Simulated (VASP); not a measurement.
Here is a VASP 6.6.1 calculation.

INCAR

```
SYSTEM = Si2Ni
ALGO = Normal
EDIFF = 1E-7
ENCUT = 520
GGA = PE
ISIF = 2
ISMEAR = 0
ISPIN = 2
LASPH = .TRUE.
LCHARG = .FALSE.
LMAXMIX = 4
LORBIT = 11
LREAL = .FALSE.
LWAVE = .FALSE.
MAGMOM = 0 0 0.625
NBANDS = 20
NELM = 150
NUPDOWN = 0.625
PREC = Accurate
SIGMA = 0.15
```

Contents of KPOINTS:

```
k-points
0
G
  14 14 14
  0 0 0
```

Contents of POSCAR:

```
Si2Ni
1.0
    0.0000000000      2.6675821510      2.6675821510
    2.6675821510      0.0000000000      2.6675821510
    2.6675821510      2.6675821510      0.0000000000
Si Ni
2 1
Direct
    0.2500000000      0.2500000000      0.2500000000
    0.7500000000      0.7500000000      0.7500000000
    0.0000000000      0.0000000000      0.0000000000
```

Potentials or basis: VASP PAW PBE potentials, release 64 (Si, Ni).

Launch:

```console
$ cat potpaw_PBE.64/Si/POTCAR potpaw_PBE.64/Ni/POTCAR > POTCAR
$ mpirun -np 1 vasp_std > vasp.out
```

**Question.** What does it give for the pressure?

**Answer.** 12.0 GPa.

Caveat: the total moment is fixed, so each spin has its own Fermi level.
